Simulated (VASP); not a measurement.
# SnSe (Pnma) in VASP: notebook

The runs below take SnSe through single point, with PBE+D3(BJ), PBEsol.

Everything below comes from runs of VASP 6.6.1. Logs are shortened: lines on timing, memory, paths and dates and some standing lists are left out, and cuts for length are marked.

**What was measured.**

“Linear dichroism of the optical properties of SnS and SnSe van der Waals crystals”, 2024, arxiv:2409.17412 reports, for a bulk crystal of SnSe at 20 K: band gap 0.99 eV (indirect).

The results are compared with them further down.

## (1) The cell of the first run

The structure is orthorhombic, space group Pnma (No. 62). The conventional cell has a = 11.495 Å, b = 4.171 Å, c = 4.385 Å, α = 90.00°, β = 90.00°, γ = 90.00°. Sn (site symmetry m) has 6 Se at 2.77 to 3.44 Å and 2 Sn at 3.52 Å within 3.6 Å. Within 3.6 Å of Se (site symmetry m) lie 6 Sn at 2.77 to 3.44 Å.

## (2) Single point, PBE+D3(BJ)

Input file INCAR:

```
SYSTEM = SnSe
PREC = Accurate ; ENCUT = 520
EDIFF = 1E-7 ; ISMEAR = -1
SIGMA = 0.05 ; LREAL = .FALSE.
LASPH = .TRUE. ; NELM = 100
ALGO = Normal ; ISIF = 2
LWAVE = .FALSE. ; LCHARG = .FALSE.
GGA = PE ; IVDW = 12
NBANDS = 50
```

Input file KPOINTS:

```
regular mesh
0
G
  3 6 6
  0 0 0
```

Input file POSCAR:

```
SnSe
1.0
   11.4945916262      0.0000000000      0.0000000000
    0.0000000000      4.1708284387      0.0000000000
    0.0000000000      0.0000000000      4.3849241741
Sn Se
4 4
Direct
    0.8819248217      0.7500000000      0.9054659450
    0.6180751783      0.2500000000      0.4054659450
    0.3819248217      0.7500000000      0.5945340550
    0.1180751783      0.2500000000      0.0945340550
    0.6429764130      0.7500000000      0.9781570917
    0.8570235870      0.2500000000      0.4781570917
    0.1429764130      0.7500000000      0.5218429083
    0.3570235870      0.2500000000      0.0218429083
```

Potentials or basis: VASP PAW PBE potentials, release 64 (Sn_d, Se).

Launch:

```console
> cat potpaw_PBE.64/Sn_d/POTCAR potpaw_PBE.64/Se/POTCAR > POTCAR
> mpirun -np 1 vasp_std > vasp.out
```

OUTCAR:

```text
SYSTEM = SnSe
   PREC = Accurate
   ENCUT = 520
   EDIFF = 1E-7
   ISMEAR = -1
   LREAL = .FALSE.
   LASPH = .TRUE.
   NELM = 100
   ISIF = 2
   GGA = PE
   IVDW = 12
 IVDW          = 12

 ion  position               nearest neighbor table
   1  0.882  0.750  0.905-   5 2.77   6 2.82   6 2.82   4 3.52   4 3.52
   2  0.618  0.250  0.405-   6 2.77   5 2.82   5 2.82   3 3.52   3 3.52
   3  0.382  0.750  0.595-   7 2.77   8 2.82   8 2.82   2 3.52   2 3.52
   4  0.118  0.250  0.095-   8 2.77   7 2.82   7 2.82   1 3.52   1 3.52
   5  0.643  0.750  0.978-   1 2.77   2 2.82   2 2.82
   6  0.857  0.250  0.478-   2 2.77   1 2.82   1 2.82
   7  0.143  0.750  0.522-   3 2.77   4 2.82   4 2.82
   8  0.357  0.250  0.022-   4 2.77   3 2.82   3 2.82

  LATTYP: Found a simple orthorhombic cell.
 ALAT       =     4.1708284387
 B/A-ratio  =     1.0513317051
 C/A-ratio  =     2.7559492785

  Lattice vectors:

 A1 = (   0.0000000000,   4.1708284387,   0.0000000000)
 A2 = (   0.0000000000,   0.0000000000,   4.3849241741)
 A3 = (  11.4945916262,   0.0000000000,   0.0000000000)

Analysis of symmetry for initial positions (statically):
=====================================================================
 Subroutine PRICEL returns:
 Original cell was already a primitive cell.

 Routine SETGRP: Setting up the symmetry group for a
 simple orthorhombic supercell.

 Subroutine GETGRP returns: Found  8 space group operations
 (whereof  2 operations were pure point group operations)
 out of a pool of  8 trial point group operations.

The static configuration has the point symmetry S_2 .
 The point group associated with its full space group is D_2h.

Analysis of symmetry for dynamics (positions and initial velocities):
=====================================================================
 Subroutine PRICEL returns:
 Original cell was already a primitive cell.

 Routine SETGRP: Setting up the symmetry group for a
 simple orthorhombic supercell.

 Subroutine GETGRP returns: Found  8 space group operations
 (whereof  2 operations were pure point group operations)
 out of a pool of  8 trial point group operations.

The dynamic configuration has the point symmetry S_2 .
 The point group associated with its full space group is D_2h.

 Subroutine INISYM returns: Found  8 space group operations
 (whereof  2 operations are pure point group operations),
 and found     1 'primitive' translations

----------------------------------------------------------------------------------------

                                     Primitive cell

  volume of cell :     210.2219

  direct lattice vectors                    reciprocal lattice vectors
    11.494591626  0.000000000  0.000000000     0.086997436  0.000000000  0.000000000
     0.000000000  4.170828439  0.000000000     0.000000000  0.239760521  0.000000000
     0.000000000  0.000000000  4.384924174     0.000000000  0.000000000  0.228054115

  length of vectors
    11.494591626  4.170828439  4.384924174     0.086997436  0.239760521  0.228054115

  position of ions in fractional coordinates (direct lattice)
     0.881924822  0.750000000  0.905465945
     0.618075178  0.250000000  0.405465945
     0.381924822  0.750000000  0.594534055
     0.118075178  0.250000000  0.094534055
     0.642976413  0.750000000  0.978157092
     0.857023587  0.250000000  0.478157092
     0.142976413  0.750000000  0.521842908
     0.357023587  0.250000000  0.021842908

  ion indices of the primitive-cell ions
   primitive index   ion index
                 1           1
                 2           2
                 3           3
                 4           4
                 5           5
                 6           6
                 7           7
                 8           8

----------------------------------------------------------------------------------------

 KPOINTS: regular mesh

Automatic generation of k-mesh.
 Grid dimensions read from file:
 generate k-points for:    3    6    6

 Generating k-lattice:

  Cartesian coordinates                     Fractional coordinates (reciprocal lattice)
     0.028999145  0.000000000  0.000000000     0.333333333  0.000000000  0.000000000
     0.000000000  0.039960087  0.000000000     0.000000000  0.166666667  0.000000000
     0.000000000  0.000000000  0.038009019     0.000000000  0.000000000  0.166666667

  Length of vectors
     0.028999145  0.039960087  0.038009019

  Shift w.r.t. Gamma in fractional coordinates (k-lattice)
     0.000000000  0.000000000  0.000000000

 Subroutine IBZKPT returns following result:
 ===========================================

 Found     32 irreducible k-points:

 Following reciprocal coordinates:
            Coordinates               Weight
  0.000000  0.000000  0.000000      1.000000
  0.333333  0.000000  0.000000      2.000000
  0.000000  0.166667  0.000000      2.000000
  0.333333  0.166667  0.000000      4.000000
  0.000000  0.333333  0.000000      2.000000
  0.333333  0.333333  0.000000      4.000000
[... 16 lines left out ...]
  0.000000  0.500000  0.333333      2.000000
  0.333333  0.500000  0.333333      4.000000
 [... further k-points ...]
   k-points           NKPTS =     32   k-points in BZ     NKDIM =     32   number of bands    NBANDS=     50
   number of dos      NEDOS =    301   number of ions     NIONS =      8
   total plane-waves  NPLWV = 103680
   dimension x,y,z NGX =    90 NGY =   32 NGZ =   36
   dimension x,y,z NGXF=   180 NGYF=   64 NGZF=   72
   ions per type =               4   4
   NGX,Y,Z   is equivalent  to a cutoff of  13.02, 12.75, 13.65 a.u.
   NGXF,Y,Z  is equivalent  to a cutoff of  26.03, 25.51, 27.30 a.u.
 SYSTEM =  SnSe
   PREC   = accura    normal or accurate (medium, high low for compatibility)
   ISTART =      0    job   : 0-new  1-cont  2-samecut
   ICHARG =      2    charge: 1-file 2-atom 10-const
   ISPIN  =      1    spin polarized calculation?
   LNONCOLLINEAR =      F non collinear calculations
   LSORBIT =      F    spin-orbit coupling
   LASPH  =      T    aspherical Exc in radial PAW
   ENCUT  =  520.0 eV  38.22 Ry    6.18 a.u.  21.37  7.75  8.15*2*pi/ulx,y,z
   NELM   =    100;   NELMIN=  2; NELMDL= -5     # of ELM steps
   EDIFF  = 0.1E-06   stopping-criterion for ELM
   LREAL  =      F    real-space projection
   EDIFFG = 0.1E-05   stopping-criterion for IOM
   NSW    =      0    number of steps for IOM
   IBRION =     -1    ionic relax: 0-MD 1-quasi-New 2-CG
   NFREE  =      0    steps in history (QN), initial steepest desc. (CG)
   ISIF   =      2    stress and relaxation
   ISYM   =      2    0-nonsym 1-usesym 2-fastsym
   POTIM  = 0.5000    time-step for ionic-motion
   TEBEG  =    0.0;   TEEND  =   0.0 temperature during run
   PSTRESS=    0.0 pullay stress
   NELECT =      80.0000    total number of electrons
   NUPDOWN=      -1.0000    fix difference up-down
   EMIN   =  10.00;   EMAX   =-10.00  energy-range for DOS
   EFERMI =   0.00;   METHOD = LEGACY
   ISMEAR =    -1;   SIGMA  =   0.05  broadening in eV -4-tet -1-fermi 0-gaus
   EFERMI_NEDOS =   21; number of points for ismear=-14 and -15
   IALGO  =     38    algorithm
   IMIX   =      4    mixing-type and parameters
     AMIX     =   0.40;   BMIX     =  1.00
     AMIX_MAG =   1.60;   BMIX_MAG =  1.00
  volume/ion in A,a.u.               =      26.28       177.33
  Fermi-wavevector in a.u.,A,eV,Ry     =   1.186348  2.241873 19.149139  1.407422
  Thomas-Fermi vector in A             =   2.322523
   LORBIT       =      0    0 simple, 1 ext, 2 COOP (PROOUT), +10 PAW based schemes
   GGA     = PE    functional components
   LHFCALC =     F    Hartree Fock is set to
   AEXX    =    0.0000 exact exchange contribution
   IVDW    =    12    specifies the selected vdW correction
   LEPSILON=     F    determine dielectric tensor
   LRPA    =     F    only Hartree local field effects (RPA)
 non-spin polarized calculation
  energy-cutoff  :      520.00
  volume of cell :      210.22
 maximum number of plane-waves:      5690
 NGX is ok and might be reduce to    90
   NGX = 43   NGY = 15   NGZ = 17

 number of electron      79.9999982 magnetization

 Free energy of the ion-electron system (eV)
  ---------------------------------------------------
  ext. energy  EPLUGINS =         0.00000000
  ---------------------------------------------------
  free energy    TOTEN  =       -32.78289373 eV

  energy without entropy =      -32.78263629  energy(sigma->0) =      -32.78276501

 E-fermi :   5.8850     XC(G=0):  -9.7866

 val. band max:        5.6559936820   @ k =   0.0000   0.0000   0.3333
 cond. band min:       6.1145577484   @ k =   0.0000   0.3333   0.0000
 fundamental gap:      0.4585640664
 Fermi energy:         5.8850057927

 k-point     1 :       0.0000    0.0000    0.0000
  band No.  band energies     occupation
      1     -15.7476      2.00000
      2     -15.7354      2.00000
      3     -15.7332      2.00000
      4     -15.7303      2.00000
      5     -15.7289      2.00000
      6     -15.7254      2.00000
[... 42 lines left out ...]
     49      10.2623      0.00000
     50      10.4030      0.00000

 k-point     2 :       0.3333    0.0000    0.0000
  band No.  band energies     occupation
      1     -15.7449      2.00000
      2     -15.7385      2.00000
      3     -15.7335      2.00000
      4     -15.7315      2.00000
      5     -15.7283      2.00000
      6     -15.7267      2.00000
[... 42 lines left out ...]
     49      10.4430      0.00000
     50      10.5582      0.00000

 k-point     3 :       0.0000    0.1667    0.0000
  band No.  band energies     occupation
      1     -15.7411      2.00000
      2     -15.7329      2.00000
      3     -15.7311      2.00000
      4     -15.7296      2.00000
      5     -15.7281      2.00000
      6     -15.7278      2.00000
[... 42 lines left out ...]
     49      10.1077      0.00000
     50      10.4583      0.00000

 k-point     4 :       0.3333    0.1667    0.0000
  band No.  band energies     occupation
      1     -15.7391      2.00000
      2     -15.7347      2.00000
      3     -15.7307      2.00000
      4     -15.7306      2.00000
      5     -15.7290      2.00000
      6     -15.7289      2.00000
[... 999 lines left out ...]
 k-point    23 :       0.0000    0.5000    0.3333
  band No.  band energies     occupation
      1     -15.7497      2.00000
      2     -15.7497      2.00000
      3     -15.7435      2.00000
      4     -15.7435      2.00000
      5     -15.7219      2.00000
      6     -15.7219      2.00000
[... 42 lines left out ...]
     49      10.4563      0.00000
     50      10.4563      0.00000

 k-point    24 :       0.3333    0.5000    0.3333
  band No.  band energies     occupation
      1     -15.7481      2.00000
      2     -15.7481      2.00000
      3     -15.7450      2.00000
      4     -15.7450      2.00000
      5     -15.7213      2.00000
      6     -15.7213      2.00000
[... 42 lines left out ...]
     49      11.1733      0.00000
     50      11.1926      0.00000

 [... further k-points ...]

------------------------ aborting loop because EDIFF is reached ----------------------------------------

 Edisp (eV)   -2.94431

 E8    (eV) :    -1.3283

  FORCE on cell =-STRESS in cart. coord.  units (eV):
  Direction    XX          YY          ZZ          XY          YZ          ZX
  --------------------------------------------------------------------------------------
  -------------------------------------------------------------------------------------
  Total       0.11152     0.03191     0.02300     0.00000     0.00000     0.00000
  in kB       0.84997     0.24316     0.17532     0.00000     0.00000     0.00000
  external pressure =        0.42 kB  Pullay stress =        0.00 kB

 VOLUME and BASIS-vectors are now :
 -----------------------------------------------------------------------------
  energy-cutoff  :      520.00
  volume of cell :      210.22
      direct lattice vectors                 reciprocal lattice vectors
    11.494591626  0.000000000  0.000000000     0.086997436  0.000000000  0.000000000
     0.000000000  4.170828439  0.000000000     0.000000000  0.239760521  0.000000000
     0.000000000  0.000000000  4.384924174     0.000000000  0.000000000  0.228054115

 POSITION                                       TOTAL-FORCE (eV/Angst)
 -----------------------------------------------------------------------------------
     10.13737      3.12812      3.97040         0.013581      0.000000      0.006563
      7.10452      1.04271      1.77794        -0.013581      0.000000      0.006563
      4.39007      3.12812      2.60699         0.013581     -0.000000     -0.006563
      1.35723      1.04271      0.41452        -0.013581     -0.000000     -0.006563
      7.39075      3.12812      4.28914        -0.011650      0.000000     -0.007866
      9.85114      1.04271      2.09668         0.011650     -0.000000     -0.007866
      1.64346      3.12812      2.28824        -0.011650     -0.000000      0.007866
      4.10384      1.04271      0.09578         0.011650      0.000000      0.007866
 -----------------------------------------------------------------------------------
    total drift:                                0.000000      0.000000      0.000000

  FREE ENERGIE OF THE ION-ELECTRON SYSTEM (eV)
  ---------------------------------------------------
  free  energy   TOTEN  =       -35.7272041677 eV

  energy  without entropy=      -35.7269467327  energy(sigma->0) =      -35.72707545
```

Run time: 7.2 min. Hardware: 1 thread of Intel Xeon Platinum 8259CL at 2.50GHz (Skylake/Cascade Lake), shared host; peak memory 0.47 GiB.

Results:

```yaml
Free_energy: -35.7272 eV
Pressure: 0.0 GPa
Largest_force: 0.015 eV/Å
Band_gap_on_the_k_mesh: 0.46 eV (least direct gap 0.58 eV)
Dispersion_energy_per_atom: -0.368 eV
```

Forces in eV/Å, atoms in the order of the input:
```
Sn   0.014  0.000  0.007
Sn  -0.014  0.000  0.007
Sn   0.014  0.000 -0.007
Sn  -0.014  0.000 -0.007
Se  -0.012  0.000 -0.008
Se   0.012  0.000 -0.008
Se  -0.012  0.000  0.008
Se   0.012  0.000  0.008
```

Levels at points of the mesh, in eV from the valence-band top:
```tsv
k point	band 36	band 37	band 38	band 39	band 40	band 41	band 42	band 43	band 44	band 45
(0.00, 0.00, 0.00)	-1.89	-1.65	-1.32	-0.74	-0.59	0.54	2.94	3.10	3.11	3.33
(0.00, 0.50, 0.00)	-1.69	-1.02	-1.02	-0.69	-0.69	0.93	0.93	1.36	1.36	1.65
(0.00, 0.00, 0.50)	-1.45	-0.80	-0.80	-0.28	-0.28	1.20	1.20	1.45	1.45	1.59
(0.00, 0.50, 0.50)	-3.27	-2.37	-2.37	-1.54	-1.54	2.59	2.59	3.00	3.00	4.63
```

Caveat: spin-orbit coupling is left out, which moves the levels of the heavy elements; an odd mesh through Γ misses points on the zone boundary, where band edges can lie.

(Continued in part 2 of 2.)
